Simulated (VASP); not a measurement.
Crystal: LiF.

```
CELL_PARAMETERS angstrom
2.55995 0.00000 0.00000
0.00000 2.55995 0.00000
0.00000 0.00000 2.55995
ATOMIC_POSITIONS crystal
Li 0.00000 0.00000 0.00000
F 0.50000 0.50000 0.50000
```

| Quantity | Value |
| --- | --- |
| Program | VASP 6.6.1 |
| Task | relaxation of cell and atoms |
| Functional | LDA |
| Potentials or basis | VASP PAW LDA potentials, release 64 (Li_sv, F) |
| Cutoff | 600 eV |
| k mesh | 10 × 10 × 10 |
| Occupations | fermi-dirac, width 0.02 eV |
| Spin | no spin polarisation |

At the start: pressure -8.2 GPa; volume 8.39 Å³/atom.

Task: Where does the relaxation end?

Result: Over 4 steps the energy falls by 27.7 meV/atom and the volume is 7.42 Å³/atom (-11.5 %); space group Pm-3m (No. 221, to 0.1 Å) before and after.

Step by step:
| step | energy change (eV) | largest force (eV/Å) | pressure (GPa) | volume (Å³) |
| --- | --- | --- | --- | --- |
| 1 | 0.0000 | 0.0000 | -8.23 | 16.78 |
| 2 | -0.0419 | 0.0000 | -4.55 | 15.75 |
| 3 | -0.0550 | 0.0000 | -0.86 | 15.01 |
| 4 | -0.0555 | 0.0000 | 0.03 | 14.85 |

Final structure:
```
Li F
1.0
     2.45786    0.00000    0.00000
     0.00000    2.45786    0.00000
     0.00000    0.00000    2.45786
Li F
1 1
Direct
  0.00000 0.00000 0.00000
  0.50000 0.50000 0.50000
```

Caveat: the cutoff is under 1.25 times the usual one of these potentials, so pressure, stress and relaxed cells hold a basis-set (Pulay) error; the structure was generated, so it needn't be the stable form of LiF.
